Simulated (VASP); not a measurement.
Input of a VASP 6.6.1 run:

File INCAR:

```
SYSTEM = NbRu3C
ALGO = Normal
EDIFF = 1E-6
ENCUT = 520
GGA = PE
ISIF = 2
ISMEAR = -1
LASPH = .TRUE.
LCHARG = .FALSE.
LREAL = .FALSE.
LWAVE = .FALSE.
NBANDS = 38
NELM = 60
PREC = Accurate
SIGMA = 0.05
```

KPOINTS

```
k-points
0
G
  7 7 7
  0 0 0
```

File POSCAR:

```
NbRu3C
1.0
    4.0101969678      0.0000000000      0.0000000000
    0.0000000000      4.0101969678      0.0000000000
    0.0000000000      0.0000000000      4.0101969678
Ru Nb C
3 1 1
Direct
    0.5000000000      0.5000000000      0.0000000000
    0.5000000000      0.0000000000      0.5000000000
    0.0000000000      0.5000000000      0.5000000000
    0.0000000000      0.0000000000      0.0000000000
    0.5000000000      0.5000000000      0.5000000000
```

Potentials or basis: VASP PAW PBE potentials, release 64 (Ru_pv, Nb_sv, C).

Run with:

```bash
$ cat potpaw_PBE.64/Ru_pv/POTCAR potpaw_PBE.64/Nb_sv/POTCAR potpaw_PBE.64/C/POTCAR > POTCAR
$ mpirun -np 1 vasp_std > vasp.out
```

Problem. What does it give for the pressure?

Solution. 8.5 GPa.
